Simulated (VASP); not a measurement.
# CdS3 (P6_3/mmc) in VASP: further runs

Runs on CdS3. Level: PBE. Tasks: relaxation of cell and atoms.

Everything below comes from runs of VASP 6.6.1. Logs are shortened: lines on timing, memory, paths and dates and some standing lists are left out, and cuts for length are marked.

## Step 1: The cell of the first run

The structure is hexagonal, space group P6_3/mmc (No. 194). The conventional cell has a = 6.408 Å, b = 6.408 Å, c = 4.830 Å, α = 90.00°, β = 90.00°, γ = 120.00°. Cd (site symmetry -6m2) has 12 S at 2.96 to 3.21 Å within 3.9 Å. Within 3.9 Å of S (site symmetry mm2) lie 8 S at 2.95 to 3.46 Å and 4 Cd at 2.96 to 3.21 Å.

The cell was generated, and may not be a known phase.

## Step 2: Relaxation of cell and atoms, PBE

Input file INCAR:

```
SYSTEM = CdS3
  PREC = Accurate
  ENCUT = 630
  EDIFF = 1E-7
  ISMEAR = 0
  SIGMA = 0.1
  LREAL = .False.
  LASPH = .True.
  NELM = 120
  ALGO = Normal
  ISIF = 3
  LWAVE = .False.
  LCHARG = .False.
  GGA = PE
  IBRION = 2
  NSW = 90
  EDIFFG = -0.04
  GGA_COMPAT = .False.
  NELMIN = 4
```

Input file KPOINTS:

```
regular mesh
0
Gamma
  3 3 4
  0 0 0
```

Input file POSCAR:

```
CdS3
1.0
    6.4075960300      0.0000000000      0.0000000000
   -3.2037980200      5.5491409400      0.0000000000
    0.0000000000      0.0000000000      4.8297095400
Cd S
2 6
Direct
    0.3333333300      0.6666666700      0.7500000000
    0.6666666700      0.3333333300      0.2500000000
    0.1798179900      0.3596359800      0.2500000000
    0.6403640200      0.8201820100      0.2500000000
    0.1798179900      0.8201820100      0.2500000000
    0.8201820100      0.6403640200      0.7500000000
    0.3596359800      0.1798179900      0.7500000000
    0.8201820100      0.1798179900      0.7500000000
```

Potentials or basis: VASP PAW PBE potentials, release 64 (Cd_sv_GW, S).

On the command line:

```sh
cat potpaw_PBE.64/Cd_sv_GW/POTCAR potpaw_PBE.64/S/POTCAR > POTCAR
mpirun -np 1 vasp_std > vasp.out
```

OUTCAR:

```text
SYSTEM = CdS3
   PREC = Accurate
   ENCUT = 630
   EDIFF = 1E-7
   ISMEAR = 0
   LREAL = .False.
   LASPH = .True.
   NELM = 120
   ISIF = 3
   GGA = PE
   IBRION = 2
   NSW = 90
   EDIFFG = -0.04
   NELMIN = 4

 ion  position               nearest neighbor table
   1  0.333  0.667  0.750-
   2  0.667  0.333  0.250-
   3  0.180  0.360  0.250-
   4  0.640  0.820  0.250-
   5  0.180  0.820  0.250-
   6  0.820  0.640  0.750-
   7  0.360  0.180  0.750-
   8  0.820  0.180  0.750-

  LATTYP: Found a hexagonal cell.
 ALAT       =     6.4075960300
 C/A-ratio  =     0.7537475080

  Lattice vectors:

 A1 = (   6.4075960300,   0.0000000000,   0.0000000000)
 A2 = (  -3.2037980200,   5.5491409400,   0.0000000000)
 A3 = (   0.0000000000,   0.0000000000,   4.8297095400)

Analysis of symmetry for initial positions (statically):
=====================================================================
 Subroutine PRICEL returns:
 Original cell was already a primitive cell.

 Routine SETGRP: Setting up the symmetry group for a
 hexagonal supercell.

 Subroutine GETGRP returns: Found 24 space group operations
 (whereof 12 operations were pure point group operations)
 out of a pool of 24 trial point group operations.

The static configuration has the point symmetry D_3d.
 The point group associated with its full space group is D_6h.

Analysis of symmetry for dynamics (positions and initial velocities):
=====================================================================
 Subroutine PRICEL returns:
 Original cell was already a primitive cell.

 Routine SETGRP: Setting up the symmetry group for a
 hexagonal supercell.

 Subroutine GETGRP returns: Found 24 space group operations
 (whereof 12 operations were pure point group operations)
 out of a pool of 24 trial point group operations.

The dynamic configuration has the point symmetry D_3d.
 The point group associated with its full space group is D_6h.

 Subroutine INISYM returns: Found 24 space group operations
 (whereof 12 operations are pure point group operations),
 and found     1 'primitive' translations

----------------------------------------------------------------------------------------

                                     Primitive cell

  volume of cell :     171.7283

  direct lattice vectors                    reciprocal lattice vectors
     6.407596030  0.000000000  0.000000000     0.156064770  0.090104037  0.000000000
    -3.203798020  5.549140940  0.000000000     0.000000000  0.180208074  0.000000000
     0.000000000  0.000000000  4.829709540     0.000000000  0.000000000  0.207051789

  length of vectors
     6.407596030  6.407596033  4.829709540     0.180208074  0.180208074  0.207051789

  position of ions in fractional coordinates (direct lattice)
     0.333333330  0.666666670  0.750000000
     0.666666670  0.333333330  0.250000000
     0.179817990  0.359635980  0.250000000
     0.640364020  0.820182010  0.250000000
     0.179817990  0.820182010  0.250000000
     0.820182010  0.640364020  0.750000000
     0.359635980  0.179817990  0.750000000
     0.820182010  0.179817990  0.750000000

  ion indices of the primitive-cell ions
   primitive index   ion index
                 1           1
                 2           2
                 3           3
                 4           4
                 5           5
                 6           6
                 7           7
                 8           8

----------------------------------------------------------------------------------------

 KPOINTS: regular mesh

Automatic generation of k-mesh.
 Grid dimensions read from file:
 generate k-points for:    3    3    4

 Generating k-lattice:

  Cartesian coordinates                     Fractional coordinates (reciprocal lattice)
     0.052021590  0.030034679  0.000000000     0.333333333 -0.000000000  0.000000000
     0.000000000  0.060069358  0.000000000     0.000000000  0.333333333  0.000000000
     0.000000000  0.000000000  0.051762947     0.000000000  0.000000000  0.250000000

  Length of vectors
     0.060069358  0.060069358  0.051762947

  Shift w.r.t. Gamma in fractional coordinates (k-lattice)
     0.000000000  0.000000000  0.000000000

 Subroutine IBZKPT returns following result:
 ===========================================

 Found      9 irreducible k-points:

 Following reciprocal coordinates:
            Coordinates               Weight
  0.000000  0.000000  0.000000      1.000000
  0.333333 -0.000000  0.000000      6.000000
  0.333333  0.333333  0.000000      2.000000
  0.000000  0.000000  0.250000      2.000000
  0.333333 -0.000000  0.250000     12.000000
  0.333333  0.333333  0.250000      4.000000
  0.000000  0.000000  0.500000      1.000000
  0.333333 -0.000000  0.500000      6.000000
  0.333333  0.333333  0.500000      2.000000
   k-points           NKPTS =      9   k-points in BZ     NKDIM =      9   number of bands    NBANDS=     45
   number of dos      NEDOS =    301   number of ions     NIONS =      8
   total plane-waves  NPLWV = 116640
   dimension x,y,z NGX =    54 NGY =   54 NGZ =   40
   dimension x,y,z NGXF=   108 NGYF=  108 NGZF=   80
   ions per type =               2   6
   NGX,Y,Z   is equivalent  to a cutoff of  14.01, 14.01, 13.77 a.u.
   NGXF,Y,Z  is equivalent  to a cutoff of  28.02, 28.02, 27.54 a.u.
 SYSTEM =  CdS3
   PREC   = accura    normal or accurate (medium, high low for compatibility)
   ISTART =      0    job   : 0-new  1-cont  2-samecut
   ICHARG =      2    charge: 1-file 2-atom 10-const
   ISPIN  =      1    spin polarized calculation?
   LNONCOLLINEAR =      F non collinear calculations
   LSORBIT =      F    spin-orbit coupling
   LASPH  =      T    aspherical Exc in radial PAW
   ENCUT  =  630.0 eV  46.30 Ry    6.80 a.u.  13.11 13.11  9.88*2*pi/ulx,y,z
   NELM   =    120;   NELMIN=  4; NELMDL= -5     # of ELM steps
   EDIFF  = 0.1E-06   stopping-criterion for ELM
   LREAL  =      F    real-space projection
   EDIFFG = -.4E-01   stopping-criterion for IOM
   NSW    =     90    number of steps for IOM
   IBRION =      2    ionic relax: 0-MD 1-quasi-New 2-CG
   NFREE  =      1    steps in history (QN), initial steepest desc. (CG)
   ISIF   =      3    stress and relaxation
   ISYM   =      2    0-nonsym 1-usesym 2-fastsym
   POTIM  = 0.5000    time-step for ionic-motion
   TEBEG  =    0.0;   TEEND  =   0.0 temperature during run
   PSTRESS=    0.0 pullay stress
   NELECT =      76.0000    total number of electrons
   NUPDOWN=      -1.0000    fix difference up-down
   EMIN   =  10.00;   EMAX   =-10.00  energy-range for DOS
   EFERMI =   0.00;   METHOD = LEGACY
   ISMEAR =     0;   SIGMA  =   0.10  broadening in eV -4-tet -1-fermi 0-gaus
   EFERMI_NEDOS =   21; number of points for ismear=-14 and -15
   IALGO  =     38    algorithm
   IMIX   =      4    mixing-type and parameters
     AMIX     =   0.40;   BMIX     =  1.00
     AMIX_MAG =   1.60;   BMIX_MAG =  1.00
  volume/ion in A,a.u.               =      21.47       144.86
  Fermi-wavevector in a.u.,A,eV,Ry     =   1.247571  2.357568 21.176574  1.556434
  Thomas-Fermi vector in A             =   2.381697
   LORBIT       =      0    0 simple, 1 ext, 2 COOP (PROOUT), +10 PAW based schemes
   GGA     = PE    functional components
   LHFCALC =     F    Hartree Fock is set to
   AEXX    =    0.0000 exact exchange contribution
   IVDW    =     0    specifies the selected vdW correction
   LEPSILON=     F    determine dielectric tensor
   LRPA    =     F    only Hartree local field effects (RPA)
 conjugate gradient relaxation of ions
 non-spin polarized calculation
 Gauss-broadening in eV      SIGMA  =   0.10
  energy-cutoff  :      630.00
  volume of cell :      171.73
 maximum number of plane-waves:      6177
 NGX is ok and might be reduce to    54
   NGX = 27   NGY = 27   NGZ = 19

--------------------------------------- Ionic step        1  -------------------------------------------

 number of electron      76.0000008 magnetization

 Free energy of the ion-electron system (eV)
  ---------------------------------------------------
  ext. energy  EPLUGINS =         0.00000000
  ---------------------------------------------------
  free energy    TOTEN  =       -20.38086041 eV

  energy without entropy =      -20.34476049  energy(sigma->0) =      -20.36281045

 E-fermi :   4.3671     XC(G=0): -10.0561

 val. band max:        4.3451138524   @ k =   0.3333   0.3333   0.2500
 cond. band min:       4.4536918657   @ k =   0.3333  -0.0000   0.5000
 fundamental gap:      0.1085780133
 Fermi energy:         4.3670939700

 k-point     1 :       0.0000    0.0000    0.0000
  band No.  band energies     occupation
      1     -98.0089      2.00000
      2     -98.0089      2.00000
      3     -59.0786      2.00000
      4     -59.0786      2.00000
      5     -59.0785      2.00000
      6     -59.0785      2.00000
[... 540 lines left out ...]
  FREE ENERGIE OF THE ION-ELECTRON SYSTEM (eV)
  ---------------------------------------------------
  free  energy   TOTEN  =       -20.9233900116 eV

  energy  without entropy=      -20.8977643293  energy(sigma->0) =      -20.91057717

 E-fermi :   5.4986     XC(G=0): -10.0353

 val. band max:        5.4933396468   @ k =   0.0000   0.0000   0.2500
 cond. band min:       5.7228080358   @ k =   0.3333  -0.0000   0.0000
 fundamental gap:      0.2294683890
 Fermi energy:         5.4985898942

 k-point     1 :       0.0000    0.0000    0.0000
  band No.  band energies     occupation
      1     -96.8048      2.00000
      2     -96.8048      2.00000
      3     -57.8719      2.00000
      4     -57.8719      2.00000
      5     -57.8718      2.00000
      6     -57.8718      2.00000
[... 421 lines left out ...]
     44       8.8155      0.00000
     45       9.8047      0.00000

 E-fermi :   5.4153     XC(G=0):  -9.8980

 val. band max:        5.4006205216   @ k =   0.3333  -0.0000   0.2500
 cond. band min:       5.4465301978   @ k =   0.0000   0.0000   0.2500
 fundamental gap:      0.0459096762
 Fermi energy:         5.4152744048

 k-point     1 :       0.0000    0.0000    0.0000
  band No.  band energies     occupation
      1     -96.8880      2.00000
      2     -96.8880      2.00000
      3     -57.9547      2.00000
      4     -57.9547      2.00000
      5     -57.9546      2.00000
      6     -57.9546      2.00000
[... 421 lines left out ...]
     44       8.7027      0.00000
     45       9.5089      0.00000

[... ionic steps 4 to 38 ...]

--------------------------------------- Ionic step       39  -------------------------------------------

 number of electron      75.9999970 magnetization

------------------------ aborting loop because EDIFF is reached ----------------------------------------

  FORCE on cell =-STRESS in cart. coord.  units (eV):
  Direction    XX          YY          ZZ          XY          YZ          ZX
  --------------------------------------------------------------------------------------
  -------------------------------------------------------------------------------------
  Total       -0.0382356     -0.0382356     -0.5352441      0.0000000     -0.0000000     -0.0000000
  in kB       -0.2933931     -0.2933931     -4.1070915      0.0000000     -0.0000000     -0.0000000
  external PRESSURE =      -1.5646259 kB  Pullay stress =       0.0000000 kB
[... 69 lines left out ...]
  energy  without entropy=      -21.9560343758  energy(sigma->0) =      -21.97111892

--------------------------------------- Ionic step       41  -------------------------------------------

 number of electron      75.9999955 magnetization

 Free energy of the ion-electron system (eV)
  ---------------------------------------------------
  ext. energy  EPLUGINS =         0.00000000
  ---------------------------------------------------
  free energy    TOTEN  =       -21.98713290 eV

  energy without entropy =      -21.95678540  energy(sigma->0) =      -21.97195915

 E-fermi :   3.6478     XC(G=0):  -8.7277

 val. band max:        3.6439262679   @ k =   0.3333   0.3333   0.0000
 cond. band min:       3.6490211872   @ k =   0.3333  -0.0000   0.2500
 fundamental gap:      0.0050949193
 Fermi energy:         3.6477547003

 k-point     1 :       0.0000    0.0000    0.0000
  band No.  band energies     occupation
      1     -98.6052      2.00000
      2     -98.6051      2.00000
      3     -59.6734      2.00000
      4     -59.6734      2.00000
      5     -59.6731      2.00000
      6     -59.6731      2.00000
[... 456 lines left out ...]
  FREE ENERGIE OF THE ION-ELECTRON SYSTEM (eV)
  ---------------------------------------------------
  free  energy   TOTEN  =       -21.9871328985 eV

  energy  without entropy=      -21.9567853992  energy(sigma->0) =      -21.97195915

 reached required accuracy - stopping structural energy minimisation
```

It took 61 min on 1 thread of Intel Xeon Platinum 8259CL at 2.50GHz (Skylake/Cascade Lake), shared host; peak memory 0.42 GiB.

What came out:

```
Free energy                           : -21.9871 eV
Relaxed volume                        : 25.98 Å³/atom
Relaxed cell                          : a = 6.603 Å, b = 6.603 Å, c = 5.504 Å, α = 90.00°, β = 90.00°, γ = 120.00°
Space group after relaxing (to 0.1 Å) : P6_3/mmc (No. 194)
Energy gained by relaxing             : 200.8 meV/atom
Ionic steps                           : 41
Pressure after relaxing               : -0.2 GPa
Largest force after relaxing          : 0.037 eV/Å
Band gap on the k mesh                : zero (bands 38 and 39 overlap by 0.65 eV)
```

Forces on the atoms (eV/Å):
```
Cd   0.000  0.000  0.000
Cd   0.000  0.000  0.000
S    0.000  0.037  0.000
S   -0.032 -0.019  0.000
S    0.032 -0.019  0.000
S    0.000 -0.037  0.000
S    0.032  0.019  0.000
S   -0.032  0.019  0.000
```

Stress tensor (GPa, compression positive):
```
-0.19  0.00  0.00
 0.00 -0.19  0.00
 0.00  0.00 -0.11
```

The path:
```csv
step,energy change (eV),largest force (eV/Å),pressure (GPa),volume (Å³)
1,0.0000,0.4283,-6.90,171.73
3,-0.5425,0.0060,-0.02,150.59
5,-0.5616,0.0307,-0.03,150.04
7,-0.6159,0.1440,1.53,146.97
9,-0.6205,0.1391,1.13,147.50
11,-0.6277,0.1640,0.98,148.17
13,-0.6300,0.1892,0.88,148.85
15,-0.6473,0.2217,0.11,150.94
17,-0.6661,0.2858,-0.89,154.26
19,-0.7327,0.3057,-0.48,155.75
21,-1.1072,0.0971,3.12,161.79
23,-1.1190,0.0021,3.72,162.16
25,-0.8616,1.6167,9.54,166.45
27,-1.1335,0.1888,4.86,163.33
29,-1.1551,0.4411,5.75,165.76
31,-1.2246,0.4483,5.24,168.69
33,-1.4329,0.5580,3.67,182.27
35,-1.5726,0.4879,1.17,206.22
37,-1.5996,0.0606,-0.14,209.97
39,-1.6047,0.0135,-0.16,208.80
41,-1.6063,0.0373,-0.16,207.82
```

Final structure:
```yaml
crystal:
  lattice:
    - [6.60271, 0.00000, 0.00000]
    - [-3.30135, 5.71811, 0.00000]
    - [0.00000, 0.00000, 5.50437]
  atoms:
    - { symbol: Cd, position: [0.33333, 0.66667, 0.75000] }
    - { symbol: Cd, position: [0.66667, 0.33333, 0.25000] }
    - { symbol: S, position: [0.22319, 0.44637, 0.25000] }
    - { symbol: S, position: [0.55363, 0.77681, 0.25000] }
    - { symbol: S, position: [0.22319, 0.77681, 0.25000] }
    - { symbol: S, position: [0.77681, 0.55363, 0.75000] }
    - { symbol: S, position: [0.44637, 0.22319, 0.75000] }
    - { symbol: S, position: [0.77681, 0.22319, 0.75000] }
```

Caveat: the k points lie up to 0.37 Å⁻¹ apart in the final cell, too coarse for converged energies and pressures of a metal; the volume moved by over 15 % at a fixed basis, so the end points are rough; semilocal functionals underestimate gaps, and a narrow one can read as zero.

## Step 3: Relaxation of cell and atoms, PBE

This run uses another cell than the first one, of 26.01 Å³/atom.

Input file INCAR:

```
SYSTEM = CdS3
ALGO = Normal ; EDIFF = 1E-7
EDIFFG = -0.01 ; ENCUT = 500
GGA = PE ; GGA_COMPAT = .FALSE.
IBRION = 2 ; ISIF = 3
ISMEAR = 0 ; LASPH = .TRUE.
LCHARG = .FALSE. ; LREAL = .FALSE.
LWAVE = .FALSE. ; NELM = 120
NELMIN = 4 ; NSW = 100
PREC = Accurate ; SIGMA = 0.1
```

Input file KPOINTS:

```
k-points
0
G
  6 6 8
  0 0 0
```

Input file POSCAR:

```
CdS3
1.0
    6.5856395179      0.0000000000      0.0000000000
   -3.2928197590      5.7033311227      0.0000000000
    0.0000000000      0.0000000000      5.5393632132
Cd S
2 6
Direct
    0.3333333333      0.6666666667      0.7500000000
    0.6666666667      0.3333333333      0.2500000000
    0.2225630795      0.4451261591      0.2500000000
    0.5548738409      0.7774369205      0.2500000000
    0.2225630795      0.7774369205      0.2500000000
    0.7774369205      0.5548738409      0.7500000000
    0.4451261591      0.2225630795      0.7500000000
    0.7774369205      0.2225630795      0.7500000000
```

Potentials or basis: VASP PAW PBE potentials, release 64 (Cd, S).

On the command line:

```sh
cat potpaw_PBE.64/Cd/POTCAR potpaw_PBE.64/S/POTCAR > POTCAR
mpirun -np 1 vasp_std > vasp.out
```

Run time: 85 min. Hardware: 1 thread of Oxide Virtual Turin-like, shared host; peak memory 0.39 GiB.

It converged, with:

| Quantity | Value |
| --- | --- |
| Free energy | -22.3711 eV |
| Relaxed volume | 34.38 Å³/atom |
| Relaxed cell | a = 6.907 Å, b = 6.907 Å, c = 6.656 Å, α = 90.00°, β = 90.00°, γ = 120.00° |
| Space group after relaxing (to 0.1 Å) | P6_3/mmc (No. 194) |
| Energy gained by relaxing | 64.7 meV/atom |
| Ionic steps | 29 |
| Pressure after relaxing | 0.0 GPa |
| Largest force after relaxing | 0.005 eV/Å |
| Band gap on the k mesh | 0.91 eV (least direct gap 1.36 eV) |

Forces on the atoms (eV/Å):
```
Cd   0.000  0.000  0.000
Cd   0.000  0.000  0.000
S    0.000  0.005  0.000
S   -0.004 -0.003  0.000
S    0.004 -0.003  0.000
S    0.000 -0.005  0.000
S    0.004  0.003  0.000
S   -0.004  0.003  0.000
```

Step by step:
| step | energy change (eV) | largest force (eV/Å) | pressure (GPa) | volume (Å³) |
| --- | --- | --- | --- | --- |
| 1 | 0.0000 | 0.2140 | 0.02 | 208.06 |
| 2 | -0.0330 | 0.0050 | 0.79 | 208.13 |
| 3 | -0.0487 | 0.2510 | 1.75 | 208.18 |
| 4 | -0.0624 | 0.2445 | 1.80 | 208.96 |
| 5 | -0.1074 | 0.2451 | 2.00 | 211.29 |
| 6 | -0.1970 | 0.3926 | 2.49 | 215.90 |
| 7 | -0.2224 | 1.3343 | 3.77 | 224.92 |
| 8 | -0.2491 | 0.8514 | 3.17 | 221.15 |
| 9 | -0.2759 | 0.8251 | 2.99 | 223.07 |
| 10 | -0.3390 | 0.7554 | 2.52 | 228.87 |
| 11 | -0.4049 | 0.6340 | 1.80 | 240.60 |
| 12 | -0.4026 | 0.4315 | 0.92 | 264.53 |
| 13 | -0.4181 | 0.5224 | 1.27 | 253.17 |
| 14 | -0.4484 | 0.1749 | 0.69 | 253.28 |
| 15 | -0.4594 | 0.1852 | 0.08 | 253.38 |
| 16 | -0.4594 | 0.1718 | 0.10 | 253.37 |
| 17 | -0.4621 | 0.1683 | 0.11 | 253.56 |
| 18 | -0.4698 | 0.1561 | 0.11 | 254.10 |
| 19 | -0.4830 | 0.1299 | 0.12 | 255.16 |
| 20 | -0.5002 | 0.0682 | 0.18 | 257.22 |
| 21 | -0.4925 | 0.0948 | 0.42 | 261.00 |
| 22 | -0.5044 | 0.0011 | 0.27 | 258.69 |
| 23 | -0.5072 | 0.1604 | -0.05 | 262.27 |
| 24 | -0.5072 | 0.1563 | -0.04 | 262.18 |
| 25 | -0.5087 | 0.1434 | -0.04 | 263.15 |
| 26 | -0.5126 | 0.1018 | -0.02 | 266.07 |
| 27 | -0.5168 | 0.0123 | 0.02 | 271.99 |
| 28 | -0.5172 | 0.0239 | 0.04 | 274.26 |
| 29 | -0.5172 | 0.0051 | -0.01 | 275.00 |

Final structure:
```
Cd S
1.0
     6.90707    0.00000    0.00000
    -3.45354    5.98170    0.00000
     0.00000    0.00000    6.65610
Cd S
2 6
Direct
  0.33333 0.66667 0.75000
  0.66667 0.33333 0.25000
  0.23257 0.46514 0.25000
  0.53486 0.76743 0.25000
  0.23257 0.76743 0.25000
  0.76743 0.53486 0.75000
  0.46514 0.23257 0.75000
  0.76743 0.23257 0.75000
```

Levels at points of the mesh, in eV from the valence-band top:
| k point | band 28 | band 29 | band 30 | band 31 | band 32 | band 33 |
| --- | --- | --- | --- | --- | --- | --- |
| (0.00, 0.00, 0.00) | -0.90 | -0.79 | -0.76 | 1.20 | 1.54 | 2.03 |
| (0.50, 0.00, 0.00) | -1.00 | -0.64 | -0.63 | 0.91 | 0.94 | 1.97 |
| (0.00, 0.00, 0.50) | -0.99 | 0.00 | 0.00 | 1.37 | 1.37 | 2.26 |
| (0.50, 0.00, 0.50) | -1.09 | -0.30 | -0.30 | 1.09 | 1.09 | 2.16 |

Caveat: the volume moved by over 15 % at a fixed basis, so the end points are rough. A k mesh can miss the band edges.
